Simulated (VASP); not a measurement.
# Ru (P6_3/mmc) in VASP: notebook

Runs on Ru. Level: PBEsol. Tasks: single point.

All numbers are computed with VASP 6.6.1; they aren't measurements. Logs are shortened: lines on timing, memory, paths and dates and some standing lists are left out, and cuts for length are marked.

### Step 1. The cell of the first run

It takes space group P6_3/mmc (No. 194, hexagonal). The conventional cell has a = 2.765 Å, b = 2.765 Å, c = 4.354 Å, α = 90.00°, β = 90.00°, γ = 120.00°. Ru (site symmetry -6m2) has 12 Ru at 2.70 to 2.77 Å within 3.6 Å.

### Step 2. Single point, PBEsol

INCAR reads:

```
SYSTEM = Ru
PREC = Accurate ; ENCUT = 520
EDIFF = 1E-6 ; ISMEAR = 0
SIGMA = 0.15 ; LREAL = .False.
LASPH = .True. ; NELM = 100
ALGO = Fast ; ISIF = 2
LWAVE = .False. ; LCHARG = .False.
GGA = PS ; NBANDS = 21
```

KPOINTS reads:

```
Automatic mesh
0
Gamma
  18 18 10
  0 0 0
```

POSCAR reads:

```
Ru
1.0
    2.7650000000      0.0000000000      0.0000000000
   -1.3825000000      2.3945602415      0.0000000000
    0.0000000000      0.0000000000      4.3544000000
Ru
2
Direct
    0.3333333333      0.6666666667      0.2500000000
    0.6666666667      0.3333333333      0.7500000000
```

Potentials or basis: VASP PAW PBE potentials, release 64 (Ru_pv).

Launch:

```console
$ cat potpaw_PBE.64/Ru_pv/POTCAR > POTCAR
$ mpirun -np 1 vasp_std > vasp.out
```

OUTCAR:

```text
SYSTEM = Ru
   PREC = Accurate
   ENCUT = 520
   EDIFF = 1E-6
   ISMEAR = 0
   LREAL = .False.
   LASPH = .True.
   NELM = 100
   ISIF = 2
   GGA = PS

 ion  position               nearest neighbor table
   1  0.333  0.667  0.250-   2 2.70   2 2.70   2 2.70   2 2.70   2 2.70   2 2.70
   2  0.667  0.333  0.750-   1 2.70   1 2.70   1 2.70   1 2.70   1 2.70   1 2.70

  LATTYP: Found a hexagonal cell.
 ALAT       =     2.7650000000
 C/A-ratio  =     1.5748282098

  Lattice vectors:

 A1 = (   2.7650000000,   0.0000000000,   0.0000000000)
 A2 = (  -1.3825000000,   2.3945602415,   0.0000000000)
 A3 = (   0.0000000000,   0.0000000000,   4.3544000000)

Analysis of symmetry for initial positions (statically):
=====================================================================
 Subroutine PRICEL returns:
 Original cell was already a primitive cell.

 Routine SETGRP: Setting up the symmetry group for a
 hexagonal supercell.

 Subroutine GETGRP returns: Found 24 space group operations
 (whereof 12 operations were pure point group operations)
 out of a pool of 24 trial point group operations.

The static configuration has the point symmetry D_3d.
 The point group associated with its full space group is D_6h.

Analysis of symmetry for dynamics (positions and initial velocities):
=====================================================================
 Subroutine PRICEL returns:
 Original cell was already a primitive cell.

 Routine SETGRP: Setting up the symmetry group for a
 hexagonal supercell.

 Subroutine GETGRP returns: Found 24 space group operations
 (whereof 12 operations were pure point group operations)
 out of a pool of 24 trial point group operations.

The dynamic configuration has the point symmetry D_3d.
 The point group associated with its full space group is D_6h.

 Subroutine INISYM returns: Found 24 space group operations
 (whereof 12 operations are pure point group operations),
 and found     1 'primitive' translations

----------------------------------------------------------------------------------------

                                     Primitive cell

  volume of cell :      28.8303

  direct lattice vectors                    reciprocal lattice vectors
     2.765000000  0.000000000  0.000000000     0.361663653  0.208806607  0.000000000
    -1.382500000  2.394560241  0.000000000     0.000000000  0.417613215  0.000000000
     0.000000000  0.000000000  4.354400000     0.000000000  0.000000000  0.229652765

  length of vectors
     2.765000000  2.765000000  4.354400000     0.417613215  0.417613215  0.229652765

  position of ions in fractional coordinates (direct lattice)
     0.333333333  0.666666667  0.250000000
     0.666666667  0.333333333  0.750000000

  ion indices of the primitive-cell ions
   primitive index   ion index
                 1           1
                 2           2

----------------------------------------------------------------------------------------

 KPOINTS: Automatic mesh

Automatic generation of k-mesh.
 Grid dimensions read from file:
 generate k-points for:   18   18   10

 Generating k-lattice:

  Cartesian coordinates                     Fractional coordinates (reciprocal lattice)
     0.020092425  0.011600367  0.000000000     0.055555556  0.000000000  0.000000000
     0.000000000  0.023200734  0.000000000     0.000000000  0.055555556  0.000000000
     0.000000000  0.000000000  0.022965277     0.000000000  0.000000000  0.100000000

  Length of vectors
     0.023200734  0.023200734  0.022965277

  Shift w.r.t. Gamma in fractional coordinates (k-lattice)
     0.000000000  0.000000000  0.000000000

 Subroutine IBZKPT returns following result:
 ===========================================

 Found    222 irreducible k-points:

 Following reciprocal coordinates:
            Coordinates               Weight
  0.000000  0.000000  0.000000      1.000000
  0.055556 -0.000000  0.000000      6.000000
  0.111111 -0.000000  0.000000      6.000000
  0.166667  0.000000  0.000000      6.000000
  0.222222  0.000000  0.000000      6.000000
  0.277778  0.000000  0.000000      6.000000
[... 16 lines left out ...]
  0.333333  0.111111  0.000000     12.000000
  0.388889  0.111111  0.000000     12.000000
 [... further k-points ...]
   k-points           NKPTS =    222   k-points in BZ     NKDIM =    222   number of bands    NBANDS=     21
   number of dos      NEDOS =    301   number of ions     NIONS =      2
   total plane-waves  NPLWV =  18432
   dimension x,y,z NGX =    24 NGY =   24 NGZ =   32
   dimension x,y,z NGXF=    48 NGYF=   48 NGZF=   64
   ions per type =               2
   NGX,Y,Z   is equivalent  to a cutoff of  14.43, 14.43, 12.22 a.u.
   NGXF,Y,Z  is equivalent  to a cutoff of  28.86, 28.86, 24.43 a.u.
 SYSTEM =  Ru
   PREC   = accura    normal or accurate (medium, high low for compatibility)
   ISTART =      0    job   : 0-new  1-cont  2-samecut
   ICHARG =      2    charge: 1-file 2-atom 10-const
   ISPIN  =      1    spin polarized calculation?
   LNONCOLLINEAR =      F non collinear calculations
   LSORBIT =      F    spin-orbit coupling
   LASPH  =      T    aspherical Exc in radial PAW
   ENCUT  =  520.0 eV  38.22 Ry    6.18 a.u.   5.14  5.14  8.10*2*pi/ulx,y,z
   NELM   =    100;   NELMIN=  2; NELMDL= -5     # of ELM steps
   EDIFF  = 0.1E-05   stopping-criterion for ELM
   LREAL  =      F    real-space projection
   EDIFFG = 0.1E-04   stopping-criterion for IOM
   NSW    =      0    number of steps for IOM
   IBRION =     -1    ionic relax: 0-MD 1-quasi-New 2-CG
   NFREE  =      0    steps in history (QN), initial steepest desc. (CG)
   ISIF   =      2    stress and relaxation
   ISYM   =      2    0-nonsym 1-usesym 2-fastsym
   POTIM  = 0.5000    time-step for ionic-motion
   TEBEG  =    0.0;   TEEND  =   0.0 temperature during run
   PSTRESS=    0.0 pullay stress
   NELECT =      28.0000    total number of electrons
   NUPDOWN=      -1.0000    fix difference up-down
   EMIN   =  10.00;   EMAX   =-10.00  energy-range for DOS
   EFERMI =   0.00;   METHOD = LEGACY
   ISMEAR =     0;   SIGMA  =   0.15  broadening in eV -4-tet -1-fermi 0-gaus
   EFERMI_NEDOS =   21; number of points for ismear=-14 and -15
   IALGO  =     68    algorithm
   IMIX   =      4    mixing-type and parameters
     AMIX     =   0.40;   BMIX     =  1.00
     AMIX_MAG =   1.60;   BMIX_MAG =  1.00
  volume/ion in A,a.u.               =      14.42        97.28
  Fermi-wavevector in a.u.,A,eV,Ry     =   1.621229  3.063679 35.761340  2.628384
  Thomas-Fermi vector in A             =   2.715039
   LORBIT       =      0    0 simple, 1 ext, 2 COOP (PROOUT), +10 PAW based schemes
   GGA     = PS    functional components
   LHFCALC =     F    Hartree Fock is set to
   AEXX    =    0.0000 exact exchange contribution
   IVDW    =     0    specifies the selected vdW correction
   LEPSILON=     F    determine dielectric tensor
   LRPA    =     F    only Hartree local field effects (RPA)
 non-spin polarized calculation
 RMM-DIIS sequential band-by-band and
 Gauss-broadening in eV      SIGMA  =   0.15
  energy-cutoff  :      520.00
  volume of cell :       28.83
 maximum number of plane-waves:       796
 NGX is ok and might be reduce to    24
   NGX = 11   NGY = 11   NGZ = 17

 number of electron      28.0000012 magnetization

 Free energy of the ion-electron system (eV)
  ---------------------------------------------------
  ext. energy  EPLUGINS =         0.00000000
  ---------------------------------------------------
  free energy    TOTEN  =       -20.18398968 eV

  energy without entropy =      -20.16264760  energy(sigma->0) =      -20.17331864

 E-fermi :  11.6354     XC(G=0): -13.9122

 val. band max:       11.6244715152   @ k =   0.1667   0.1111   0.3000
 cond. band min:      11.6360646240   @ k =   0.0556  -0.0000   0.1000
 fundamental gap:      0.0115931088
 Fermi energy:        11.6354483360

 k-point     1 :       0.0000    0.0000    0.0000
  band No.  band energies     occupation
      1     -31.7573      2.00000
      2     -30.9868      2.00000
      3     -30.9868      2.00000
      4     -30.8413      2.00000
      5     -30.8413      2.00000
      6     -30.8046      2.00000
[... 13 lines left out ...]
     20      21.9933      0.00000
     21      22.0077      0.00000

 k-point     2 :       0.0556   -0.0000    0.0000
  band No.  band energies     occupation
      1     -31.7486      2.00000
      2     -31.0048      2.00000
      3     -30.9930      2.00000
      4     -30.8602      2.00000
      5     -30.8437      2.00000
      6     -30.8088      2.00000
[... 13 lines left out ...]
     20      21.9931      0.00000
     21      22.0072      0.00000

 k-point     3 :       0.1111   -0.0000    0.0000
  band No.  band energies     occupation
      1     -31.7229      2.00000
      2     -31.0568      2.00000
      3     -31.0106      2.00000
      4     -30.9144      2.00000
      5     -30.8511      2.00000
      6     -30.8213      2.00000
[... 13 lines left out ...]
     20      21.9931      0.00000
     21      22.0060      0.00000

 k-point     4 :       0.1667    0.0000    0.0000
  band No.  band energies     occupation
      1     -31.6819      2.00000
      2     -31.1366      2.00000
      3     -31.0369      2.00000
      4     -30.9960      2.00000
      5     -30.8629      2.00000
      6     -30.8422      2.00000
[... 13 lines left out ...]
     20      21.9930      0.00000
     21      22.0043      0.00000

 k-point     5 :       0.2222    0.0000    0.0000
  band No.  band energies     occupation
      1     -31.6281      2.00000
      2     -31.2347      2.00000
      3     -31.0939      2.00000
      4     -31.0683      2.00000
      5     -30.8782      2.00000
      6     -30.8712      2.00000
[... 13 lines left out ...]
     20      21.9929      0.00000
     21      22.0024      0.00000

 k-point     6 :       0.2778    0.0000    0.0000
  band No.  band energies     occupation
      1     -31.5651      2.00000
      2     -31.3391      2.00000
      3     -31.1957      2.00000
      4     -31.1008      2.00000
      5     -30.9078      2.00000
      6     -30.8951      2.00000
[... 13 lines left out ...]
     20      21.9935      0.00000
     21      24.1851      0.00000

 k-point     7 :       0.3333    0.0000    0.0000
  band No.  band energies     occupation
      1     -31.4976      2.00000
      2     -31.4373      2.00000
      3     -31.2893      2.00000
      4     -31.1308      2.00000
      5     -30.9505      2.00000
      6     -30.9115      2.00000
[... 13 lines left out ...]
     20      21.9839      0.00000
     21      22.4639      0.00000
[... 291 lines left out ...]
      1     -31.6059      2.00000
      2     -31.2409      2.00000
      3     -31.1806      2.00000
      4     -31.0409      2.00000
      5     -30.9075      2.00000
      6     -30.8838      2.00000
[... 13 lines left out ...]
     20      21.9928      0.00000
     21      22.0021      0.00000

 k-point    21 :       0.2222    0.1111    0.0000
  band No.  band energies     occupation
      1     -31.5443      2.00000
      2     -31.3348      2.00000
      3     -31.2524      2.00000
      4     -31.0918      2.00000
      5     -30.9312      2.00000
      6     -30.9205      2.00000
[... 13 lines left out ...]
     20      21.9929      0.00000
     21      24.1442      0.00000

 k-point    22 :       0.2778    0.1111    0.0000
  band No.  band energies     occupation
      1     -31.4780      2.00000
      2     -31.4264      2.00000
      3     -31.3152      2.00000
      4     -31.1401      2.00000
      5     -30.9634      2.00000
      6     -30.9525      2.00000
[... 13 lines left out ...]
     20      22.3686      0.00000
     21      24.7645      0.00000

 k-point    23 :       0.3333    0.1111    0.0000
  band No.  band energies     occupation
      1     -31.5015      2.00000
      2     -31.4133      2.00000
      3     -31.3654      2.00000
      4     -31.1791      2.00000
      5     -31.0090      2.00000
      6     -30.9696      2.00000
[... 13 lines left out ...]
     20      22.1865      0.00000
     21      23.8120      0.00000

 k-point    24 :       0.3889    0.1111    0.0000
  band No.  band energies     occupation
      1     -31.5504      2.00000
      2     -31.3982      2.00000
      3     -31.3608      2.00000
      4     -31.2041      2.00000
      5     -31.0489      2.00000
      6     -30.9807      2.00000
[... 13 lines left out ...]
     20      23.1178      0.00000
     21      23.1331      0.00000

 [... further k-points ...]
[... 5 lines left out ...]
  --------------------------------------------------------------------------------------
  -------------------------------------------------------------------------------------
  Total       -4.0806644     -4.0806644     -4.1040119      0.0000000     -0.0000000      0.0000000
  in kB     -226.7734680   -226.7734680   -228.0709468      0.0000000     -0.0000000      0.0000000
  external PRESSURE =    -227.2059610 kB  Pullay stress =       0.0000000 kB

 VOLUME and BASIS-vectors are now :
 -----------------------------------------------------------------------------
  energy-cutoff  :      520.00
  volume of cell :       28.83
      direct lattice vectors                 reciprocal lattice vectors
     2.765000000  0.000000000  0.000000000     0.361663653  0.208806607  0.000000000
    -1.382500000  2.394560241  0.000000000     0.000000000  0.417613215  0.000000000
     0.000000000  0.000000000  4.354400000     0.000000000  0.000000000  0.229652765

 POSITION                                       TOTAL-FORCE (eV/Angst)
 -----------------------------------------------------------------------------------
     -0.00000      1.59637      1.08860        -0.000000      0.000000      0.000000
      1.38250      0.79819      3.26580         0.000000     -0.000000      0.000000
 -----------------------------------------------------------------------------------
    total drift:                               -0.000000      0.000000     -0.000000

  FREE ENERGIE OF THE ION-ELECTRON SYSTEM (eV)
  ---------------------------------------------------
  free  energy   TOTEN  =       -20.1839896776 eV

  energy  without entropy=      -20.1626475992  energy(sigma->0) =      -20.17331864
```

Run time: 66 s. Hardware: 1 thread of Intel Xeon Platinum 8488C (Sapphire Rapids), shared host; peak memory 0.23 GiB.

What came out:

```yaml
Free_energy: -20.1840 eV
Pressure: -22.7 GPa
Band_gap_on_the_k_mesh: zero (band 14 reaches 12.99 eV, above the bottom of band 15 at 10.13 eV)
```

Stress tensor (GPa, compression positive):
```
-22.68   0.00   0.00
  0.00 -22.68   0.00
  0.00   0.00 -22.81
```

Levels at points of the mesh, in eV from the Fermi level:
```tsv
k point	band 12	band 13	band 14	band 15	band 16	band 17
(0.00, 0.00, 0.00)	-1.75	-1.75	-1.31	-1.31	1.09	1.09
(0.50, 0.00, 0.00)	-1.74	-1.39	1.27	1.66	1.76	3.73
(0.00, 0.00, 0.50)	-2.55	-2.52	-2.52	0.50	0.50	0.50
(0.50, 0.00, 0.50)	-0.98	0.39	0.39	1.51	1.51	3.14
```

Caveat: the PAW data sets were made with another functional, which shifts forces and pressure a little.

### Step 3. Single point, PBEsol

This run uses another cell than the first one, of 14.50 Å³/atom, 1.006 times its volume.

INCAR reads:

```
SYSTEM = Ru
PREC = Accurate
ENCUT = 520
EDIFF = 1E-6
ISMEAR = 0
SIGMA = 0.15
LREAL = .FALSE.
LASPH = .TRUE.
NELM = 60
ALGO = Fast
ISIF = 2
LWAVE = .FALSE.
LCHARG = .FALSE.
GGA = PS
NBANDS = 21
```

KPOINTS reads:

```
Automatic mesh
0
G
  18 18 10
  0 0 0
```

POSCAR reads:

```
Ru
1.0
    2.6520000000      0.0000000000      0.0000000000
   -1.3260000000      2.2966993709      0.0000000000
    0.0000000000      0.0000000000      4.7627000000
Ru
2
Direct
    0.3333333333      0.6666666667      0.2500000000
    0.6666666667      0.3333333333      0.7500000000
```

Potentials or basis: VASP PAW PBE potentials, release 64 (Ru_pv).

Launch:

```console
$ cat potpaw_PBE.64/Ru_pv/POTCAR > POTCAR
$ mpirun -np 1 vasp_std > vasp.out
```

OUTCAR:

```text
SYSTEM = Ru
   PREC = Accurate
   ENCUT = 520
   EDIFF = 1E-6
   ISMEAR = 0
   LREAL = .FALSE.
   LASPH = .TRUE.
   NELM = 60
   ISIF = 2
   GGA = PS

 ion  position               nearest neighbor table
   1  0.333  0.667  0.250-   2 2.83   2 2.83   2 2.83   2 2.83   2 2.83   2 2.83
   2  0.667  0.333  0.750-   1 2.83   1 2.83   1 2.83   1 2.83   1 2.83   1 2.83

  LATTYP: Found a hexagonal cell.
 ALAT       =     2.6520000000
 C/A-ratio  =     1.7958898944

  Lattice vectors:

 A1 = (   2.6520000000,   0.0000000000,   0.0000000000)
 A2 = (  -1.3260000000,   2.2966993709,   0.0000000000)
 A3 = (   0.0000000000,   0.0000000000,   4.7627000000)

Analysis of symmetry for initial positions (statically):
=====================================================================
 Subroutine PRICEL returns:
 Original cell was already a primitive cell.

 Routine SETGRP: Setting up the symmetry group for a
 hexagonal supercell.

 Subroutine GETGRP returns: Found 24 space group operations
 (whereof 12 operations were pure point group operations)
 out of a pool of 24 trial point group operations.

[... 157 lines left out ...]

 Free energy of the ion-electron system (eV)
  ---------------------------------------------------
  ext. energy  EPLUGINS =         0.00000000
  ---------------------------------------------------
  free energy    TOTEN  =       -19.77427451 eV

  energy without entropy =      -19.75369147  energy(sigma->0) =      -19.76398299

 E-fermi :  11.5536     XC(G=0): -13.8642

 val. band max:       11.5520513223   @ k =   0.3889   0.2222   0.2000
 cond. band min:      11.5546259722   @ k =   0.0556  -0.0000   0.3000
 fundamental gap:      0.0025746499
 Fermi energy:        11.5536496666

 k-point     1 :       0.0000    0.0000    0.0000
  band No.  band energies     occupation
      1     -31.6715      2.00000
      2     -31.0080      2.00000
      3     -30.9108      2.00000
      4     -30.9108      2.00000
      5     -30.8442      2.00000
      6     -30.8442      2.00000
[... 565 lines left out ...]
     20      21.9642      0.00000
     21      24.3283      0.00000

 [... further k-points ...]
[... 5 lines left out ...]
  --------------------------------------------------------------------------------------
  -------------------------------------------------------------------------------------
  Total       -0.7580757     -0.7580757     -9.2994953     -0.0000000      0.0000000     -0.0000000
  in kB      -41.8689658    -41.8689658   -513.6166132     -0.0000000      0.0000000     -0.0000000
  external PRESSURE =    -199.1181816 kB  Pullay stress =       0.0000000 kB

 VOLUME and BASIS-vectors are now :
 -----------------------------------------------------------------------------
  energy-cutoff  :      520.00
  volume of cell :       29.01
      direct lattice vectors                 reciprocal lattice vectors
     2.652000000  0.000000000  0.000000000     0.377073906  0.217703721  0.000000000
    -1.326000000  2.296699371  0.000000000     0.000000000  0.435407443  0.000000000
     0.000000000  0.000000000  4.762700000     0.000000000  0.000000000  0.209964936

 POSITION                                       TOTAL-FORCE (eV/Angst)
 -----------------------------------------------------------------------------------
     -0.00000      1.53113      1.19067         0.000000      0.000000      0.000000
      1.32600      0.76557      3.57203        -0.000000     -0.000000      0.000000
 -----------------------------------------------------------------------------------
    total drift:                               -0.000000      0.000000     -0.000000

  FREE ENERGIE OF THE ION-ELECTRON SYSTEM (eV)
  ---------------------------------------------------
  free  energy   TOTEN  =       -19.7742745102 eV

  energy  without entropy=      -19.7536914724  energy(sigma->0) =      -19.76398299
```

It took 65 s on 1 thread of Intel Xeon Platinum 8488C (Sapphire Rapids), shared host; peak memory 0.22 GiB.

Results:

| Property | Result |
| --- | --- |
| Free energy | -19.7743 eV |
| Pressure | -19.9 GPa |
| Band gap on the k mesh | zero (band 14 reaches 12.82 eV, above the bottom of band 15 at 10.45 eV) |

Caveat: the PAW data sets were made with another functional, which shifts forces and pressure a little.

[end of part 1 of 2]
